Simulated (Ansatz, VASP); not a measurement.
BAs in VASP and in Ansatz

```xyz
2
Lattice="0.0000 2.2930 2.4840 2.2930 0.0000 2.4840 2.2930 2.2930 0.0000" Properties=species:S:1:pos:R:3 pbc="T T T"
B     0.0000    0.0000    0.0000
As    3.4394    3.4394    3.7261
```

Change from the starting cell: strain -0.040 along x and y, +0.040 along z, atoms carried along.

Alike in both runs: task single point; functional r2SCAN; k mesh 10 × 10 × 10; occupations gaussian, width 0.05 eV; no spin polarisation.

|  | VASP | Ansatz |
| --- | --- | --- |
| version | VASP 6.6.1 | Ansatz 0.2.0 |
| potentials or method | VASP PAW PBE potentials, release 64 (B, As), cutoff 520 eV | scalar-relativistic, plane waves, PAW |
| valence electrons in the cell | 8 | 18 |

```csv
,VASP,Ansatz,Ansatz less VASP
gap on the k mesh at the Fermi level (eV),0.67,0.67,+0.002
least direct gap on the mesh (eV),3.04,3.04,-0.004
pressure (GPa),7.6,7.2,-0.36
"traceless stress, the component that is largest in VASP (GPa)",-13.89,-13.92,-0.029
```

VASP's potentials were made for PBE, not for r2SCAN. VASP's potentials hold 8 valence electrons a cell and Ansatz's 18, so a difference there can come from the potentials and not from the codes.
